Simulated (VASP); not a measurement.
NaPt:

```
Na Pt
1.0
     2.85097    0.00000    0.00000
    -1.42548    2.46901    0.00000
     0.00000    0.00000    4.88983
Na Pt
1 1
Direct
  0.66667 0.33333 0.50000
  0.33333 0.66667 0.00000
```

- Program: VASP 6.6.1
- Task: relaxation of volume and atoms at fixed shape
- Functional: PBEsol
- Potentials or basis: VASP PAW PBE potentials, release 64 (Na_pv, Pt)
- Cutoff: 600 eV
- k mesh: 9 × 9 × 5
- Occupations: fermi-dirac, width 0.1 eV
- Spin: no spin polarisation

At the start: pressure -4.9 GPa; volume 17.21 Å³/atom.

Problem. How do energy, volume and symmetry change on relaxing?

Solution. Over 3 steps the energy falls by 15.0 meV/atom and the volume is 16.30 Å³/atom (-5.3 %); space group P-6m2 (No. 187, to 0.05 Å).

Step by step:
```csv
step,energy change (eV),largest force (eV/Å),pressure (GPa),volume (Å³)
1,0.0000,0.0000,-4.94,34.42
2,-0.0241,0.0000,2.66,31.84
3,-0.0300,0.0000,-0.03,32.59
```

Final structure:
```
Na Pt
1.0
     2.79955    0.00000    0.00000
    -1.39977    2.42448    0.00000
     0.00000    0.00000    4.80163
Na Pt
1 1
Direct
  0.66667 0.33333 0.50000
  0.33333 0.66667 0.00000
```

Caveat: the PAW data sets were made with another functional, which shifts forces and pressure a little.
